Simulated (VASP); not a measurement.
Here is a VASP 6.6.1 calculation.

Contents of INCAR:

```
PREC = Accurate
ENCUT = 520
EDIFF = 1E-6
ISMEAR = -1
SIGMA = 0.05
LREAL = False
LASPH = True
NELM = 100
ALGO = Normal
ISIF = 2
LWAVE = False
LCHARG = False
GGA = PE
NBANDS = 11
```

The input KPOINTS:

```
Automatic mesh
0
Gamma
  18 18 18
```

File POSCAR:

```
Pd
1.0
    2.1392571685      0.0000000000      0.0000000000
    0.0000000000      2.1392571685      0.0000000000
    0.0000000000      0.0000000000      2.1392571685
Pd
1
Direct
    0.0000000000      0.0000000000      0.0000000000
```

Potentials or basis: VASP PAW PBE potentials, release 64 (Pd).

The run is started by

```bash
$ cat potpaw_PBE.64/Pd/POTCAR > POTCAR
$ mpirun -np 1 vasp_std > vasp.out
```

(1) Predict the pressure.

(2) Predict the band gap on the k mesh.

Answers

(1) 339.1 GPa.

(2) zero (bands 5 and 6 overlap by 5.01 eV).

Caveat: the cell stands under pressure.
